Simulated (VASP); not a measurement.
A run of VASP 6.6.1:

File INCAR:

```
PREC = Accurate
ENCUT = 600
EDIFF = 1E-6
ISMEAR = -1
SIGMA = 0.1
LREAL = False
LASPH = True
NELM = 100
ALGO = Normal
ISIF = 4
LWAVE = False
LCHARG = False
GGA = PE
IBRION = 2
NSW = 50
EDIFFG = -0.005
```

File KPOINTS:

```
Automatic mesh
0
Gamma
  14 14 13
```

The input POSCAR:

```
Cd
1.0
    2.7740929395      0.0000000000      0.0000000000
   -1.3870464698      2.4024349580      0.0000000000
    0.0000000000      0.0000000000      2.8794718157
Cd
1
Direct
    0.0000000000      0.0000000000      0.0000000000
```

Potentials or basis: VASP PAW PBE potentials, release 64 (Cd).

Run with:

```bash
$ cat potpaw_PBE.64/Cd/POTCAR > POTCAR
$ mpirun -np 1 vasp_std > vasp.out
```

Hardware: 1 thread of Intel(R) Xeon(R) Platinum 8124M CPU @ 3.00GHz (Skylake/Cascade Lake), with other jobs on the host.

Estimate the wall time of this run.

It took 32 s on 1 thread of Intel(R) Xeon(R) Platinum 8124M CPU @ 3.00GHz (Skylake/Cascade Lake) (shared host), peak memory 0.17 GiB. Counts: scf iterations 26, k points 168, ion steps 4.
